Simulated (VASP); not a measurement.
# CdTe: single point with PBE

CdTe:

```
CELL_PARAMETERS angstrom
0.00000 3.20500 3.20500
3.20500 0.00000 3.20500
3.20500 3.20500 0.00000
ATOMIC_POSITIONS crystal
Te 0.75000 0.75000 0.75000
Cd 0.00000 0.00000 0.00000
```

```yaml
Program: VASP 6.6.1
Task: single point
Functional: PBE
Potentials_or_basis: VASP PAW PBE potentials, release 64 (Te, Cd)
Cutoff: 520 eV
k_mesh: 7 × 7 × 7
Occupations: gaussian, width 0.028 eV
Spin: no spin polarisation
Dipole_correction: no
Further_INCAR_settings: ALGO = Normal; EDIFF = 1e-06; NBANDS = 16
```

```json
{
  "Pressure": "4.4 GPa",
  "Band gap on the k mesh": "0.87 eV, direct"
}
```

Levels at points of the mesh, in eV from the valence-band top:
| k point | band 6 | band 7 | band 8 | band 9 | band 10 | band 11 | band 12 | band 13 |
| --- | --- | --- | --- | --- | --- | --- | --- | --- |
| (0.00, 0.00, 0.00) | -8.12 | 0.00 | 0.00 | 0.00 | 0.87 | 4.58 | 4.58 | 4.58 |

Wall time 27 s on 1 thread of Intel(R) Xeon(R) Platinum 8488C (Sapphire Rapids) (shared host), peak memory 0.21 GiB.

Caveat: spin-orbit coupling is left out, which moves the levels of the heavy elements. PBE gaps usually lie below the measured ones, often by a third to a half.
